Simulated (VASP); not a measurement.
# Hf2H5 (I4_1/amd) in VASP: single point with PBE

Aim: the single point of Hf2H5 with PBE.

Program: VASP 6.6.1. These are calculated values, not measurements. Logs are shortened: lines on timing, memory, paths and dates and some standing lists are left out, and cuts for length are marked.

## (1) The cell of the first run

The structure is tetragonal, space group I4_1/amd (No. 141). The conventional cell has a = 4.774 Å, b = 4.774 Å, c = 9.420 Å, α = 90.00°, β = 90.00°, γ = 90.00°. Within 2.7 Å of Hf (site symmetry 2mm) lie 11 H at 2.04 to 2.39 Å. H (site symmetry 2) has 4 Hf at 2.04 to 2.08 Å and 8 H at 2.11 to 2.56 Å within 2.7 Å. H (site symmetry -4m2) has 8 H at 2.11 Å and 6 Hf at 2.30 to 2.39 Å within 2.8 Å.

## (2) Single point, PBE

The input, INCAR:

```
SYSTEM = Hf2H5
PREC     = Accurate       ! precision mode
ENCUT    = 520            ! plane-wave cutoff, eV
EDIFF    = 1E-6           ! SCF threshold, eV
ISMEAR   = 0              ! smearing method
SIGMA    = 0.2            ! smearing width, eV
LREAL    = .False.        ! projectors in reciprocal space
LASPH    = .True.         ! aspherical terms in the spheres
NELM     = 60             ! most SCF steps
ALGO     = Normal         ! electronic algorithm
ISIF     = 2              ! what is computed and relaxed
LWAVE    = .False.        ! write WAVECAR
LCHARG   = .False.        ! write CHGCAR
GGA      = PE             ! functional
NBANDS   = 38             ! bands
```

The input, KPOINTS:

```
Automatic mesh
0
Gamma
  5 5 5
  0 0 0
```

The input, POSCAR:

```
Hf2H5
1.0
   -2.3871826961      2.3871826961      4.7098081155
    2.3871826961     -2.3871826961      4.7098081155
    2.3871826961      2.3871826961     -4.7098081155
Hf H
4 10
Direct
    0.2446393940      0.2446393940      0.0000000000
    0.7553606060      0.7553606060      0.0000000000
    0.5053606060      0.0053606060      0.5000000000
   -0.0053606060      0.4946393940      0.5000000000
    0.8750000000      0.3926268624      0.0176268624
    0.1426268624      0.6250000000      0.0176268624
    0.3750000000      0.3926268624      0.5176268624
    0.7500000000      0.2500000000      0.5000000000
    0.6073731376      0.6250000000      0.4823731376
    0.6073731376      0.1250000000     -0.0176268624
    0.8750000000      0.8573731376      0.4823731376
    0.1426268624      0.1250000000      0.5176268624
    0.3750000000      0.8573731376     -0.0176268624
    0.0000000000      0.0000000000      0.0000000000
```

Potentials or basis: VASP PAW PBE potentials, release 64 (Hf_pv, H).

Command:

```console
cat potpaw_PBE.64/Hf_pv/POTCAR potpaw_PBE.64/H/POTCAR > POTCAR
mpirun -np 1 vasp_std > vasp.out
```

OUTCAR:

```text
SYSTEM = Hf2H5
   PREC = Accurate
   ENCUT = 520
   EDIFF = 1E-6
   ISMEAR = 0
   LREAL = .False.
   LASPH = .True.
   NELM = 60
   ISIF = 2
   GGA = PE

 ion  position               nearest neighbor table
   1  0.245  0.245  0.000-  10 2.04   9 2.04   6 2.04  12 2.04   7 2.08  11 2.08  13 2.08   5 2.08
                            14 2.30   3 3.28   3 3.28   4 3.35   4 3.35   4 3.35   4 3.35   2 3.38
   2  0.755  0.755  0.000-   5 2.04   7 2.04  11 2.04  13 2.04  12 2.08   9 2.08  10 2.08   6 2.08
                            14 2.30   4 3.28   4 3.28   3 3.35   3 3.35   3 3.35   3 3.35   1 3.38
   3  0.505  0.005  0.500-  12 2.04  10 2.04   6 2.04   9 2.04   7 2.08   5 2.08  13 2.08  11 2.08
                             8 2.30   1 3.28   1 3.28   2 3.35   2 3.35   2 3.35   2 3.35   4 3.38
   4  0.995  0.495  0.500-  11 2.04   5 2.04  13 2.04   7 2.04   9 2.08  10 2.08   6 2.08  12 2.08
                             8 2.30   2 3.28   2 3.28   1 3.35   1 3.35   1 3.35   1 3.35   3 3.38
   5  0.875  0.393  0.018-   2 2.04   4 2.04   3 2.08   1 2.08
   6  0.143  0.625  0.018-   1 2.04   3 2.04   4 2.08   2 2.08
   7  0.375  0.393  0.518-   2 2.04   4 2.04   3 2.08   1 2.08
   8  0.750  0.250  0.500-   3 2.30   4 2.30
   9  0.607  0.625  0.482-   1 2.04   3 2.04   4 2.08   2 2.08
  10  0.607  0.125  0.982-   1 2.04   3 2.04   4 2.08   2 2.08
  11  0.875  0.857  0.482-   2 2.04   4 2.04   1 2.08   3 2.08
  12  0.143  0.125  0.518-   1 2.04   3 2.04   2 2.08   4 2.08
  13  0.375  0.857  0.982-   2 2.04   4 2.04   3 2.08   1 2.08
  14  0.000  0.000  0.000-   1 2.30   2 2.30

  LATTYP: Found a body centered tetragonal cell.
 ALAT       =     4.7743653922
 C/A-ratio  =     1.9729567088

  Lattice vectors:

 A1 = (  -2.3871826961,   2.3871826961,   4.7098081155)
 A2 = (   2.3871826961,  -2.3871826961,   4.7098081155)
 A3 = (   2.3871826961,   2.3871826961,  -4.7098081155)

Analysis of symmetry for initial positions (statically):
=====================================================================
 Subroutine PRICEL returns:
 Original cell was already a primitive cell.

 Routine SETGRP: Setting up the symmetry group for a
 body centered tetragonal supercell.

 Subroutine GETGRP returns: Found 16 space group operations
 (whereof  8 operations were pure point group operations)
 out of a pool of 16 trial point group operations.

The static configuration has the point symmetry D_2d.
 The point group associated with its full space group is D_4h.

Analysis of symmetry for dynamics (positions and initial velocities):
=====================================================================
 Subroutine PRICEL returns:
 Original cell was already a primitive cell.

 Routine SETGRP: Setting up the symmetry group for a
 body centered tetragonal supercell.

 Subroutine GETGRP returns: Found 16 space group operations
 (whereof  8 operations were pure point group operations)
 out of a pool of 16 trial point group operations.

The dynamic configuration has the point symmetry D_2d.
 The point group associated with its full space group is D_4h.

 Subroutine INISYM returns: Found 16 space group operations
 (whereof  8 operations are pure point group operations),
 and found     1 'primitive' translations

----------------------------------------------------------------------------------------

                                     Primitive cell

  volume of cell :     107.3580

  direct lattice vectors                    reciprocal lattice vectors
    -2.387182696  2.387182696  4.709808115     0.000000000  0.209451920  0.106161438
     2.387182696 -2.387182696  4.709808115     0.209451920  0.000000000  0.106161438
     2.387182696  2.387182696 -4.709808115     0.209451920  0.209451920  0.000000000

  length of vectors
     5.794788601  5.794788601  5.794788601     0.234819841  0.234819841  0.296209746

  position of ions in fractional coordinates (direct lattice)
     0.244639394  0.244639394  0.000000000
     0.755360606  0.755360606  0.000000000
     0.505360606  0.005360606  0.500000000
     0.994639394  0.494639394  0.500000000
     0.875000000  0.392626862  0.017626862
     0.142626862  0.625000000  0.017626862
     0.375000000  0.392626862  0.517626862
     0.750000000  0.250000000  0.500000000
     0.607373138  0.625000000  0.482373138
     0.607373138  0.125000000  0.982373138
     0.875000000  0.857373138  0.482373138
     0.142626862  0.125000000  0.517626862
     0.375000000  0.857373138  0.982373138
     0.000000000  0.000000000  0.000000000

  ion indices of the primitive-cell ions
   primitive index   ion index
                 1           1
                 2           2
                 3           3
                 4           4
                 5           5
                 6           6
                 7           7
                 8           8
                 9           9
                10          10
                11          11
                12          12
                13          13
                14          14

----------------------------------------------------------------------------------------

 KPOINTS: Automatic mesh

Automatic generation of k-mesh.
 Grid dimensions read from file:
 generate k-points for:    5    5    5

 Generating k-lattice:

  Cartesian coordinates                     Fractional coordinates (reciprocal lattice)
     0.000000000  0.041890384  0.021232288     0.200000000 -0.000000000  0.000000000
     0.041890384  0.000000000  0.021232288    -0.000000000  0.200000000  0.000000000
     0.041890384  0.041890384  0.000000000     0.000000000  0.000000000  0.200000000

  Length of vectors
     0.046963968  0.046963968  0.059241949

  Shift w.r.t. Gamma in fractional coordinates (k-lattice)
     0.000000000  0.000000000  0.000000000

 Subroutine IBZKPT returns following result:
 ===========================================

 Found     18 irreducible k-points:

 Following reciprocal coordinates:
            Coordinates               Weight
  0.000000  0.000000  0.000000      1.000000
  0.200000  0.000000 -0.000000      8.000000
  0.400000 -0.000000  0.000000      8.000000
  0.200000  0.200000  0.000000      8.000000
  0.400000  0.200000  0.000000     16.000000
 -0.400000  0.200000  0.000000     16.000000
[... 10 lines left out ...]
 -0.400000  0.400000  0.400000      4.000000
 -0.400000 -0.400000  0.400000      2.000000
   k-points           NKPTS =     18   k-points in BZ     NKDIM =     18   number of bands    NBANDS=     38
   number of dos      NEDOS =    301   number of ions     NIONS =     14
   total plane-waves  NPLWV = 110592
   dimension x,y,z NGX =    48 NGY =   48 NGZ =   48
   dimension x,y,z NGXF=    96 NGYF=   96 NGZF=   96
   ions per type =               4  10
   NGX,Y,Z   is equivalent  to a cutoff of  13.77, 13.77, 13.77 a.u.
   NGXF,Y,Z  is equivalent  to a cutoff of  27.54, 27.54, 27.54 a.u.
 SYSTEM =  Hf2H5
   PREC   = accura    normal or accurate (medium, high low for compatibility)
   ISTART =      0    job   : 0-new  1-cont  2-samecut
   ICHARG =      2    charge: 1-file 2-atom 10-const
   ISPIN  =      1    spin polarized calculation?
   LNONCOLLINEAR =      F non collinear calculations
   LSORBIT =      F    spin-orbit coupling
   LASPH  =      T    aspherical Exc in radial PAW
   ENCUT  =  520.0 eV  38.22 Ry    6.18 a.u.  10.77 10.77 10.77*2*pi/ulx,y,z
   NELM   =     60;   NELMIN=  2; NELMDL= -5     # of ELM steps
   EDIFF  = 0.1E-05   stopping-criterion for ELM
   LREAL  =      F    real-space projection
   EDIFFG = 0.1E-04   stopping-criterion for IOM
   NSW    =      0    number of steps for IOM
   IBRION =     -1    ionic relax: 0-MD 1-quasi-New 2-CG
   NFREE  =      0    steps in history (QN), initial steepest desc. (CG)
   ISIF   =      2    stress and relaxation
   ISYM   =      2    0-nonsym 1-usesym 2-fastsym
   POTIM  = 0.5000    time-step for ionic-motion
   TEBEG  =    0.0;   TEEND  =   0.0 temperature during run
   PSTRESS=    0.0 pullay stress
   NELECT =      50.0000    total number of electrons
   NUPDOWN=      -1.0000    fix difference up-down
   EMIN   =  10.00;   EMAX   =-10.00  energy-range for DOS
   EFERMI =   0.00;   METHOD = LEGACY
   ISMEAR =     0;   SIGMA  =   0.20  broadening in eV -4-tet -1-fermi 0-gaus
   EFERMI_NEDOS =   21; number of points for ismear=-14 and -15
   IALGO  =     38    algorithm
   IMIX   =      4    mixing-type and parameters
     AMIX     =   0.40;   BMIX     =  1.00
     AMIX_MAG =   1.60;   BMIX_MAG =  1.00
  volume/ion in A,a.u.               =       7.67        51.75
  Fermi-wavevector in a.u.,A,eV,Ry     =   1.268976  2.398016 21.909454  1.610299
  Thomas-Fermi vector in A             =   2.402042
   LORBIT       =      0    0 simple, 1 ext, 2 COOP (PROOUT), +10 PAW based schemes
   GGA     = PE    functional components
   LHFCALC =     F    Hartree Fock is set to
   AEXX    =    0.0000 exact exchange contribution
   IVDW    =     0    specifies the selected vdW correction
   LEPSILON=     F    determine dielectric tensor
   LRPA    =     F    only Hartree local field effects (RPA)
 non-spin polarized calculation
 Gauss-broadening in eV      SIGMA  =   0.20
  energy-cutoff  :      520.00
  volume of cell :      107.36
 maximum number of plane-waves:      2913
 NGX is ok and might be reduce to    48
   NGX = 21   NGY = 21   NGZ = 21

 number of electron      49.9999997 magnetization

 Free energy of the ion-electron system (eV)
  ---------------------------------------------------
  ext. energy  EPLUGINS =         0.00000000
  ---------------------------------------------------
  free energy    TOTEN  =       -77.94090947 eV

  energy without entropy =      -77.85245071  energy(sigma->0) =      -77.89668009

 E-fermi :   5.8997     XC(G=0): -11.5533

 val. band max:        5.8760400899   @ k =  -0.2000  -0.4000   0.2000
 cond. band min:       5.9518659919   @ k =  -0.4000   0.2000   0.0000
 fundamental gap:      0.0758259020
 Fermi energy:         5.8997447298

 k-point     1 :       0.0000    0.0000    0.0000
  band No.  band energies     occupation
      1     -25.8636      2.00000
      2     -25.7163      2.00000
      3     -25.7163      2.00000
      4     -25.6989      2.00000
      5     -25.6989      2.00000
      6     -25.5321      2.00000
[... 29 lines left out ...]
     36      10.2201      0.00000
     37      11.0702      0.00000

 k-point     2 :       0.2000    0.0000   -0.0000
  band No.  band energies     occupation
      1     -25.8257      2.00000
      2     -25.7687      2.00000
      3     -25.7384      2.00000
      4     -25.6949      2.00000
      5     -25.6355      2.00000
      6     -25.5481      2.00000
[... 29 lines left out ...]
     36       9.8326      0.00000
     37      10.1297      0.00000
[... 598 lines left out ...]
     36      10.3270      0.00000
     37      10.4333      0.00000

 k-point    18 :      -0.4000   -0.4000    0.4000
  band No.  band energies     occupation
      1     -25.8726      2.00000
      2     -25.8726      2.00000
      3     -25.6967      2.00000
      4     -25.5447      2.00000
      5     -25.5339      2.00000
      6     -25.5339      2.00000
[... 29 lines left out ...]
     36      10.2461      0.00000
     37      10.3618      0.00000
 [bands above 37 left out]

------------------------ aborting loop because EDIFF is reached ----------------------------------------

  FORCE on cell =-STRESS in cart. coord.  units (eV):
  Direction    XX          YY          ZZ          XY          YZ          ZX
  --------------------------------------------------------------------------------------
  -------------------------------------------------------------------------------------
  Total       -0.3914828     -0.3914828     -0.7582890      0.0000000      0.0000000      0.0000000
  in kB       -5.8423665     -5.8423665    -11.3164654      0.0000000      0.0000000      0.0000000
  external PRESSURE =      -7.6670661 kB  Pullay stress =       0.0000000 kB

 VOLUME and BASIS-vectors are now :
 -----------------------------------------------------------------------------
  energy-cutoff  :      520.00
  volume of cell :      107.36
      direct lattice vectors                 reciprocal lattice vectors
    -2.387182696  2.387182696  4.709808115     0.000000000  0.209451920  0.106161438
     2.387182696 -2.387182696  4.709808115     0.209451920  0.000000000  0.106161438
     2.387182696  2.387182696 -4.709808115     0.209451920  0.209451920  0.000000000

 POSITION                                       TOTAL-FORCE (eV/Angst)
 -----------------------------------------------------------------------------------
      0.00000      0.00000      2.30441         0.000000     -0.000000     -0.008086
      0.00000      0.00000      7.11521         0.000000     -0.000000      0.008086
      0.00000      2.38718      0.05049         0.000000     -0.000000      0.008086
      0.00000      2.38718      4.65931         0.000000     -0.000000     -0.008086
     -1.10943      1.19359      5.88726         0.036853     -0.000000     -0.000000
      1.19359     -1.10943      3.53236         0.000000      0.036853     -0.000000
      1.27775      1.19359      1.17745         0.036853     -0.000000     -0.000000
      0.00000      2.38718      2.35490         0.000000     -0.000000     -0.000000
      1.19359      1.10943      3.53236         0.000000     -0.036853      0.000000
      1.19359      3.49662     -1.17745         0.000000     -0.036853      0.000000
      1.10943      1.19359      5.88726        -0.036853     -0.000000      0.000000
      1.19359      1.27775     -1.17745         0.000000      0.036853     -0.000000
      3.49662      1.19359      1.17745        -0.036853     -0.000000      0.000000
      0.00000      0.00000      0.00000         0.000000     -0.000000     -0.000000
 -----------------------------------------------------------------------------------
    total drift:                               -0.000000      0.000000     -0.000000

  FREE ENERGIE OF THE ION-ELECTRON SYSTEM (eV)
  ---------------------------------------------------
  free  energy   TOTEN  =       -77.9409094708 eV

  energy  without entropy=      -77.8524507142  energy(sigma->0) =      -77.89668009
```

It took 59 s on 1 thread of AMD EPYC 9R45 (Zen 5), shared host; peak memory 0.31 GiB.

Results:

* Free energy: -77.9409 eV
* Pressure: -0.8 GPa
* Largest force: 0.037 eV/Å
* Band gap on the k mesh: zero (bands 25 and 26 overlap by 1.20 eV)

Forces in eV/Å, atoms in the order of the input:
```
Hf   0.000  0.000 -0.008
Hf   0.000  0.000  0.008
Hf   0.000  0.000  0.008
Hf   0.000  0.000 -0.008
H    0.037  0.000  0.000
H    0.000  0.037  0.000
H    0.037  0.000  0.000
H    0.000  0.000  0.000
H    0.000 -0.037  0.000
H    0.000 -0.037  0.000
H   -0.037  0.000  0.000
H    0.000  0.037  0.000
H   -0.037  0.000  0.000
H    0.000  0.000  0.000
```

Levels at points of the mesh, in eV from the Fermi level:
```csv
k point,band 23,band 24,band 25,band 26,band 27,band 28
"(0.00, 0.00, 0.00)",-1.90,-0.68,-0.68,-0.53,-0.08,-0.06
```

Caveat: spin-orbit coupling is left out, which moves the levels of the heavy elements.

The gap in the log of VASP goes by the Fermi energy; the results here count the filled bands.